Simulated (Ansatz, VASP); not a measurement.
## One calculation of NiO, two programs

```
CELL_PARAMETERS angstrom
2.06719 2.06719 0.00000
-2.06719 2.06719 0.00000
0.00000 0.00000 4.43991
ATOMIC_POSITIONS crystal
Ni 0.00000 0.00000 0.00000
Ni 0.50000 0.50000 0.50000
O 0.50000 0.50000 0.00000
O 0.00000 0.00000 0.50000
```

Alike in both runs: task single point; functional r2SCAN; k mesh 10 × 10 × 8; occupations gaussian, width 0.02 eV; collinear spin.

```csv
,VASP,Ansatz
version,VASP 6.6.1,Ansatz 0.2.0
potentials or method,"VASP PAW PBE potentials, release 64 (Ni, O), cutoff 520 eV","scalar-relativistic, plane waves, PAW"
valence electrons in the cell,32,48
```

```csv
,VASP,Ansatz,Ansatz less VASP
gap on the k mesh at the Fermi level (eV),0.29,0.37,+0.077
least direct gap on the mesh (eV),1.07,1.15,+0.079
pressure (GPa),-4.7,-4.6,+0.10
"traceless stress, the component that is largest in VASP (GPa)",-9.44,-9.18,+0.256
net moment per atom (μB),1.00,1.00,0.000
size of the moment on the site where the two differ most (μB),1.70,1.66,-0.031
```

VASP's potentials were made for PBE, not for r2SCAN. Site moments also hang on the region over which each program counts them. The functional is the same, so the differences come from potentials, cutoffs and numerics. VASP's potentials hold 32 valence electrons a cell and Ansatz's 48, so a difference there can come from the potentials and not from the codes. Ansatz's warnings: stability check not made.
